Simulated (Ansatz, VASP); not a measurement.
# CaO in VASP and in Ansatz

```
CELL_PARAMETERS angstrom
0.00000 2.58040 2.58040
2.58040 0.00000 2.58040
2.58040 2.58040 0.00000
ATOMIC_POSITIONS crystal
Ca 0.00000 0.00000 0.00000
O 0.25000 0.25000 0.25000
```

Alike in both runs: task single point; functional r2SCAN; k mesh 8 × 8 × 8; no spin polarisation.

|  | VASP | Ansatz |
| --- | --- | --- |
| version | VASP 6.6.1 | Ansatz 0.2.0 |
| potentials or method | VASP PAW PBE potentials, release 64 (Ca_sv, O) | plane waves, PAW |
| plane-wave cutoff (eV) | 520 | 500 |
| occupations | gaussian, width 0.01 eV | fixed |
| valence electrons in the cell | 16 | 16 |

|  | VASP | Ansatz | Ansatz less VASP |
| --- | --- | --- | --- |
| gap on the k mesh at the Fermi level (eV) | 3.84 | 3.87 | +0.028 |
| pressure (GPa) | 3.7 | 2.6 | -1.03 |

VASP's potentials were made for PBE, not for r2SCAN.
